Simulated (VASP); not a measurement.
# Zr12H (a cell with a defect) in VASP: a series of runs, part 2 of 2

VASP 6.6.1. Earlier steps stand in the parts before.

### 3 Single point, PBEsol

INCAR reads:

```
SYSTEM = Zr12H
PREC = Accurate ; ENCUT = 520
EDIFF = 1E-6 ; ISMEAR = 0
SIGMA = 0.1 ; LREAL = .FALSE.
LASPH = .TRUE. ; NELM = 80
ALGO = Normal ; ISIF = 2
LWAVE = .FALSE. ; LCHARG = .FALSE.
GGA = PS ; NBANDS = 84
```

KPOINTS reads:

```
Automatic mesh
0
G
  4 3 4
  0 0 0
```

POSCAR reads:

```
Zr12H
1.0
    6.4600000000      0.0000000000      0.0000000000
   -4.8450000000      8.3917860000      0.0000000000
    0.0000000000      0.0000000000      5.1453900000
Zr H
12 1
Direct
    0.0058186697     -0.0006892454      0.0000781282
    0.1723713668      0.2256600681      0.4992412626
    0.0026942654      0.3287931794     -0.0012659876
    0.1493196901      0.5499211968      0.5032427085
   -0.0019060091      0.6618464770      0.0005573922
    0.1636734009      0.8873878576      0.4998208105
    0.5009026589     -0.0005943908     -0.0001665569
    0.6617366759      0.2214148454      0.4989769483
    0.5066943343      0.3316423941     -0.0006399904
    0.6648522519      0.5515955721      0.5033647595
    0.4995213318      0.6665046034      0.0047325859
    0.6768487729      0.9043009438      0.5037979628
    0.4980573247      0.6720229758      0.4715809686
```

Potentials or basis: VASP PAW PBE potentials, release 64 (Zr_sv, H).

Started as:

```sh
$ cat potpaw_PBE.64/Zr_sv/POTCAR potpaw_PBE.64/H/POTCAR > POTCAR
$ mpirun -np 1 vasp_std > vasp.out
```

OUTCAR:

```text
SYSTEM = Zr12H
   PREC = Accurate
   ENCUT = 520
   EDIFF = 1E-6
   ISMEAR = 0
   LREAL = .FALSE.
   LASPH = .TRUE.
   NELM = 80
   ISIF = 2
   GGA = PS

 ion  position               nearest neighbor table
   1  0.006  0.999  0.000-  12 3.15   6 3.15   6 3.15  12 3.18   2 3.19   7 3.20   2 3.20   3 3.20
                             9 3.23   5 3.25  11 3.25   7 3.26
   2  0.172  0.226  0.499-   3 3.15   3 3.15  12 3.16  10 3.17   9 3.18   9 3.18   8 3.18   1 3.19
                             1 3.20   4 3.22   6 3.25   8 3.28
   3  0.003  0.329  0.999-   2 3.15   2 3.15   4 3.16   4 3.19   8 3.20   1 3.20   8 3.20   7 3.22
                             9 3.22  11 3.24   9 3.24   5 3.24
   4  0.149  0.550  0.503-  13 1.96   5 3.12  10 3.14   5 3.14   3 3.16   8 3.17   3 3.19   2 3.22
                             6 3.22  11 3.23  11 3.24  10 3.32  12 3.42
   5  0.998  0.662  0.001-   4 3.12   4 3.14  10 3.17   9 3.19  10 3.19   6 3.19   6 3.20  11 3.22
                             3 3.24  11 3.24   1 3.25   7 3.26
   6  0.164  0.887  0.500-   1 3.15   1 3.15   7 3.19   7 3.19   5 3.19   5 3.20   4 3.22   8 3.23
                            12 3.23  12 3.24  10 3.24   2 3.25
   7  0.501  0.999  1.000-  12 3.11  12 3.15   8 3.17   8 3.18   6 3.19   6 3.19   1 3.20   9 3.20
                             3 3.22  11 3.22   5 3.26   1 3.26
   8  0.662  0.221  0.499-  12 3.12   9 3.13   9 3.14   4 3.17   7 3.17   7 3.18   2 3.18  10 3.19
                             3 3.20   3 3.20   6 3.23   2 3.28
   9  0.507  0.332  0.999-   8 3.13   8 3.14  10 3.15   2 3.18   2 3.18  10 3.18   5 3.19   7 3.20
                             3 3.22   1 3.23   3 3.24  11 3.27
  10  0.665  0.552  0.503-  13 1.95   4 3.14   9 3.15   5 3.17   2 3.17   9 3.18  11 3.19   5 3.19
                             8 3.19  11 3.20   6 3.24   4 3.32  12 3.38
  11  0.500  0.667  0.005-  10 3.19  10 3.20   5 3.22   7 3.22   4 3.23   4 3.24   3 3.24   5 3.24
                             1 3.25  12 3.25  12 3.26   9 3.27
  12  0.677  0.904  0.504-  13 1.96   7 3.11   8 3.12   7 3.15   1 3.15   2 3.16   1 3.18   6 3.23
                             6 3.24  11 3.25  11 3.26  10 3.38   4 3.42
  13  0.498  0.672  0.472-  10 1.95  12 1.96   4 1.96

  LATTYP: Found a simple monoclinic cell.
 ALAT       =     6.4600000000
 B/A-ratio  =     0.7965000000
 C/A-ratio  =     1.3228756308
 COS(beta)  =    -0.1889822400

  Lattice vectors:

 A1 = (   6.4600000000,   0.0000000000,   0.0000000000)
 A2 = (   0.0000000000,   0.0000000000,   5.1453900000)
 A3 = (  -1.6150000000,  -8.3917860000,   0.0000000000)

Analysis of symmetry for initial positions (statically):
=====================================================================
 Subroutine PRICEL returns:
 Original cell was already a primitive cell.

 Routine SETGRP: Setting up the symmetry group for a
 simple monoclinic supercell.

 Subroutine GETGRP returns: Found  1 space group operations
 (whereof  1 operations were pure point group operations)
 out of a pool of  4 trial point group operations.

The static configuration has the point symmetry C_1 .

Analysis of symmetry for dynamics (positions and initial velocities):
=====================================================================
 Subroutine PRICEL returns:
 Original cell was already a primitive cell.

 Routine SETGRP: Setting up the symmetry group for a
 simple monoclinic supercell.

 Subroutine GETGRP returns: Found  1 space group operations
[... 84 lines left out ...]
  0.500000 -0.000000  0.000000      1.000000
  0.000000  0.333333  0.000000      2.000000
  0.250000  0.333333  0.000000      2.000000
  0.500000  0.333333  0.000000      2.000000
[... 16 lines left out ...]
  0.000000  0.333333  0.500000      2.000000
  0.250000  0.333333  0.500000      2.000000
 [... further k-points ...]
   k-points           NKPTS =     26   k-points in BZ     NKDIM =     26   number of bands    NBANDS=     84
   number of dos      NEDOS =    301   number of ions     NIONS =     13
   total plane-waves  NPLWV = 138240
   dimension x,y,z NGX =    48 NGY =   72 NGZ =   40
   dimension x,y,z NGXF=    96 NGYF=  144 NGZF=   80
   ions per type =              12   1
   NGX,Y,Z   is equivalent  to a cutoff of  12.35, 12.35, 12.92 a.u.
   NGXF,Y,Z  is equivalent  to a cutoff of  24.71, 24.71, 25.85 a.u.
 SYSTEM =  Zr12H
   PREC   = accura    normal or accurate (medium, high low for compatibility)
   ISTART =      0    job   : 0-new  1-cont  2-samecut
   ICHARG =      2    charge: 1-file 2-atom 10-const
   ISPIN  =      1    spin polarized calculation?
   LNONCOLLINEAR =      F non collinear calculations
   LSORBIT =      F    spin-orbit coupling
   LASPH  =      T    aspherical Exc in radial PAW
   ENCUT  =  520.0 eV  38.22 Ry    6.18 a.u.  12.01 18.02  9.57*2*pi/ulx,y,z
   NELM   =     80;   NELMIN=  2; NELMDL= -5     # of ELM steps
   EDIFF  = 0.1E-05   stopping-criterion for ELM
   LREAL  =      F    real-space projection
[... 7 lines left out ...]
   TEBEG  =    0.0;   TEEND  =   0.0 temperature during run
   PSTRESS=    0.0 pullay stress
   NELECT =     145.0000    total number of electrons
   NUPDOWN=      -1.0000    fix difference up-down
   EMIN   =  10.00;   EMAX   =-10.00  energy-range for DOS
   EFERMI =   0.00;   METHOD = LEGACY
   ISMEAR =     0;   SIGMA  =   0.10  broadening in eV -4-tet -1-fermi 0-gaus
   EFERMI_NEDOS =   21; number of points for ismear=-14 and -15
   IALGO  =     38    algorithm
   IMIX   =      4    mixing-type and parameters
     AMIX     =   0.40;   BMIX     =  1.00
     AMIX_MAG =   1.60;   BMIX_MAG =  1.00
  volume/ion in A,a.u.               =      21.46       144.80
  Fermi-wavevector in a.u.,A,eV,Ry     =   1.316323  2.487490 23.574895  1.732706
  Thomas-Fermi vector in A             =   2.446443
   LORBIT       =      0    0 simple, 1 ext, 2 COOP (PROOUT), +10 PAW based schemes
   GGA     = PS    functional components
   LHFCALC =     F    Hartree Fock is set to
   AEXX    =    0.0000 exact exchange contribution
   IVDW    =     0    specifies the selected vdW correction
   LEPSILON=     F    determine dielectric tensor
   LRPA    =     F    only Hartree local field effects (RPA)
 non-spin polarized calculation
 Gauss-broadening in eV      SIGMA  =   0.10
  energy-cutoff  :      520.00
  volume of cell :      278.94
 maximum number of plane-waves:      7534
   NGX = 25   NGY = 37   NGZ = 19

 number of electron     145.0000000 magnetization

 Free energy of the ion-electron system (eV)
  ---------------------------------------------------
  ext. energy  EPLUGINS =         0.00000000
  ---------------------------------------------------
  free energy    TOTEN  =      -112.68111250 eV

  energy without entropy =     -112.61299414  energy(sigma->0) =     -112.64705332

 E-fermi :   8.9631     XC(G=0): -11.2495

 val. band max:        8.9546088725   @ k =   0.5000  -0.0000   0.2500
 cond. band min:       8.9634506469   @ k =   0.5000  -0.0000   0.0000
 fundamental gap:      0.0088417744
 Fermi energy:         8.9631098667

 k-point     1 :       0.0000    0.0000    0.0000
  band No.  band energies     occupation
      1     -39.8717      2.00000
      2     -39.7605      2.00000
      3     -39.6995      2.00000
      4     -39.6781      2.00000
      5     -39.6477      2.00000
      6     -39.6389      2.00000
[... 2077 lines left out ...]
     83       9.8589      0.00000
     84       9.9193      0.00000

 [... further k-points ...]
[... 5 lines left out ...]
  --------------------------------------------------------------------------------------
  -------------------------------------------------------------------------------------
  Total       -2.1098535     -2.7991502     -3.8938211     -0.6256351     -0.0020420     -0.0207298
  in kB      -12.1187456    -16.0779829    -22.3656417     -3.5935727     -0.0117292     -0.1190696
  external PRESSURE =     -16.8541234 kB  Pullay stress =       0.0000000 kB

 VOLUME and BASIS-vectors are now :
 -----------------------------------------------------------------------------
  energy-cutoff  :      520.00
  volume of cell :      278.94
      direct lattice vectors                 reciprocal lattice vectors
     6.460000000  0.000000000  0.000000000     0.154798762  0.089373108  0.000000000
    -4.845000000  8.391786000  0.000000000     0.000000000  0.119164145  0.000000000
     0.000000000  0.000000000  5.145390000     0.000000000  0.000000000  0.194348728

 POSITION                                       TOTAL-FORCE (eV/Angst)
 -----------------------------------------------------------------------------------
     -4.80407      8.38600      0.00040        -0.015739      0.002530      0.014694
      0.02020      1.89369      2.56879        -0.004776     -0.004928      0.006831
     -1.57560      2.75916      5.13888        -0.013370      0.003802      0.000958
     -1.69976      4.61482      2.58938         0.016507      0.004572      0.045587
      3.24104      5.55407      0.00287         0.007046      0.002016      0.021680
     -3.24206      7.44677      2.57177        -0.001689      0.005474      0.014587
     -1.60629      8.38680      5.14453        -0.000579     -0.001423      0.012171
      3.20206      1.85807      2.56743         0.009099     -0.004285      0.003417
      1.66644      2.78307      5.14210        -0.015931     -0.007570      0.008068
      1.62247      4.62887      2.59001         0.016507     -0.011658      0.051068
     -0.00231      5.59316      0.02435         0.015593     -0.001419      0.064686
     -0.00889      7.58870      2.59224        -0.000568      0.002319      0.051347
     -0.03850      5.63947      2.42647        -0.012099      0.010570     -0.295092
 -----------------------------------------------------------------------------------
    total drift:                                0.000108     -0.000072     -0.000030

  FREE ENERGIE OF THE ION-ELECTRON SYSTEM (eV)
  ---------------------------------------------------
  free  energy   TOTEN  =      -112.6811125014 eV

  energy  without entropy=     -112.6129941417  energy(sigma->0) =     -112.64705332
```

Wall time 25 min (1 thread of Oxide Virtual Turin-like, shared host); peak memory 0.57 GiB.

What came out:

| Item | Value |
| --- | --- |
| Free energy | -112.6811 eV |
| Pressure | -1.7 GPa |
| Largest force | 0.296 eV/Å |
| Band gap on the k mesh | zero (an odd number of electrons rules out a gap without spin polarisation) |

Forces in eV/Å, atoms in the order of the input:
```
Zr  -0.016  0.003  0.015
Zr  -0.005 -0.005  0.007
Zr  -0.013  0.004  0.001
Zr   0.017  0.005  0.046
Zr   0.007  0.002  0.022
Zr  -0.002  0.005  0.015
Zr  -0.001 -0.001  0.012
Zr   0.009 -0.004  0.003
Zr  -0.016 -0.008  0.008
Zr   0.017 -0.012  0.051
Zr   0.016 -0.001  0.065
Zr  -0.001  0.002  0.051
H   -0.012  0.011 -0.295
```

Stress tensor (GPa, compression positive):
```
-1.21 -0.36 -0.01
-0.36 -1.61  0.00
-0.01  0.00 -2.24
```

Caveat: the PAW data sets were made with another functional, which shifts forces and pressure a little.
